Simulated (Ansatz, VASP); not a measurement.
InSb: VASP beside Ansatz

```
In Sb
1.0
     0.00000    3.27951    3.27951
     3.27951    0.00000    3.27951
     3.27951    3.27951    0.00000
In Sb
1 1
Direct
  0.00000 0.00000 0.00000
  0.25000 0.25000 0.25000
```

Alike in both runs: task single point; functional PBE; k mesh 6 × 6 × 6; occupations fermi-dirac, width 0.02 eV; no spin polarisation.

|  | VASP | Ansatz |
| --- | --- | --- |
| version | VASP 6.6.1 | Ansatz 0.2.0 |
| potentials or method | VASP PAW PBE potentials, release 64 (In_d, Sb) | plane waves, PAW |
| plane-wave cutoff (eV) | 520 | 420 |
| valence electrons in the cell | 18 | 28 |

```csv
,VASP,Ansatz,Ansatz less VASP
pressure (GPa),1.4,1.4,+0.03
```

VASP's potentials hold 18 valence electrons a cell and Ansatz's 28, so a difference there can come from the potentials and not from the codes.

Neither program's run includes spin-orbit coupling.
